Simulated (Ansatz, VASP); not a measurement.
## OsF3 in VASP and in Ansatz

```
Os F
1.0
     4.00313    0.00000    0.00000
     0.00000    4.00313    0.00000
     0.00000    0.00000    4.00313
Os F
1 3
Direct
  0.00000 0.00000 0.00000
  0.50000 0.00000 0.00000
  0.00000 0.00000 0.50000
  0.00000 0.50000 0.00000
```

Alike in both runs: task single point; functional PBE; k mesh 10 × 10 × 10; occupations gaussian, width 0.05 eV; collinear spin.

|  | VASP | Ansatz |
| --- | --- | --- |
| version | VASP 6.6.1 | Ansatz 0.2.0 |
| potentials or method | VASP PAW PBE potentials, release 64 (Os, F), cutoff 520 eV | scalar-relativistic, plane waves, PAW |
| valence electrons in the cell | 29 | 37 |

Ansatz gave:

```
gap on the k mesh at the Fermi level (eV)                     : none
pressure (GPa)                                                : 2.5
net moment per atom (μB)                                      : 0.06
size of the moment on the site where the two differ most (μB) : 0.14
```

Problem. What did VASP give for the same quantities?

Solution. gap on the k mesh at the Fermi level (eV): none; pressure (GPa): 3.6; net moment per atom (μB): 0.06; size of the moment on the site where the two differ most (μB): 0.21.

Site moments also hang on the region over which each program counts them. A gap of «none» marks a metal or a gap that the smearing closes. VASP's potentials hold 29 valence electrons a cell and Ansatz's 37, so a difference there can come from the potentials and not from the codes.

Spin-orbit coupling is off throughout.
